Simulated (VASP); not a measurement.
Wanted: the native input for a VASP 6.6.1 run.

```
Task                   : single point
Functional             : LDA
Potentials or basis    : VASP PAW LDA potentials, release 64 (Si, O)
Cutoff                 : 520 eV
k mesh                 : 7 × 7 × 7
Occupations            : fermi-dirac, width 0.05 eV
Spin                   : no spin polarisation
Dipole correction      : no
Further INCAR settings : ALGO = Normal; EDIFF = 1e-06; NBANDS = 44
```

The structure of SiO2 lies in POSCAR:

```
SiO2
1.0
    0.0000000000      4.6987231685      7.3419053607
    2.3471748952      0.0000000000      7.3419053607
    2.3471748952      4.6987231685      0.0000000000
Si O
4 8
Direct
    0.9369185295      0.9369185295      0.5630814705
    0.6869185295      0.6869185295      0.3130814705
    0.3130814705      0.3130814705      0.6869185295
    0.5630814705      0.5630814705      0.9369185295
    0.0643581572      0.4356418428      0.0643581572
    0.4356418428      0.0643581572      0.4356418428
    0.8143581572      0.1856418428      0.8143581572
    0.1856418428      0.8143581572      0.1856418428
    0.1250000000      0.6250000000      0.6250000000
    0.6250000000      0.6250000000      0.6250000000
    0.6250000000      0.6250000000      0.1250000000
    0.6250000000      0.1250000000      0.6250000000
```

These files were run (other wordings do the same):

INCAR

```
SYSTEM = SiO2
ALGO = Normal
EDIFF = 1E-6
ENCUT = 520
GGA = CA
ISIF = 2
ISMEAR = -1
LASPH = .TRUE.
LCHARG = .FALSE.
LREAL = .FALSE.
LWAVE = .FALSE.
NBANDS = 44
NELM = 80
PREC = Accurate
SIGMA = 0.05
```

KPOINTS

```
k-points
0
G
  7 7 7
  0 0 0
```

Potentials or basis: VASP PAW LDA potentials, release 64 (Si, O).

The run is started by

```console
$ cat potpaw_LDA.64/Si/POTCAR potpaw_LDA.64/O/POTCAR > POTCAR
$ mpirun -np 1 vasp_std > vasp.out
```

Results of the run:

* Pressure: 0.6 GPa
* Largest force: 0.037 eV/Å
* Band gap on the k mesh: 5.60 eV, direct

It took 14 min on 1 thread of Intel Xeon 6975P-C, with other jobs on the host, peak memory 0.52 GiB.
